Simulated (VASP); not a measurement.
Input of a VASP 6.6.1 run:

INCAR

```
PREC = Accurate
ENCUT = 600
EDIFF = 1E-6
ISMEAR = 0
SIGMA = 0.1
LREAL = F
LASPH = T
NELM = 60
ALGO = Normal
ISIF = 3
LWAVE = F
LCHARG = F
GGA = PE
IBRION = 2
NSW = 90
EDIFFG = -0.04
```

The input KPOINTS:

```
regular mesh
0
Gamma
  6 6 2
```

File POSCAR:

```
Sn2F
1.0
    3.4586905400      0.0000000000      0.0000000000
   -1.7293452700      2.9953138700      0.0000000000
    0.0000000000      0.0000000000     12.0105503800
Sn F
4 2
Direct
    0.6666666700      0.3333333300      0.8998116300
    0.3333333300      0.6666666700      0.3998116300
    0.6666666700      0.3333333300      0.6001883700
    0.3333333300      0.6666666700      0.1001883700
    0.0000000000      0.0000000000      0.7500000000
    0.0000000000      0.0000000000      0.2500000000
```

Potentials or basis: VASP PAW PBE potentials, release 64 (Sn_d, F).

Launch:

```sh
$ cat potpaw_PBE.64/Sn_d/POTCAR potpaw_PBE.64/F/POTCAR > POTCAR
$ mpirun -np 1 vasp_std > vasp.out
```

**Question.** Predict the relaxed cell.

**Answer.** a = 3.252 Å, b = 3.252 Å, c = 14.282 Å, α = 90.00°, β = 90.00°, γ = 120.00°.

**Question.** What does it give for the space group after relaxing (to 0.05 Å)?

**Answer.** P6_3/mmc (No. 194).

**Question.** What does it give for the band gap on the k mesh?

**Answer.** Zero (band 35 reaches 9.69 eV, above the bottom of band 36 at 4.84 eV).

Stress tensor (GPa, compression positive):
```
 0.03  0.00  0.00
 0.00  0.03  0.00
 0.00  0.00 -0.27
```

Caveat: spin-orbit coupling is left out, which moves the levels of the heavy elements.
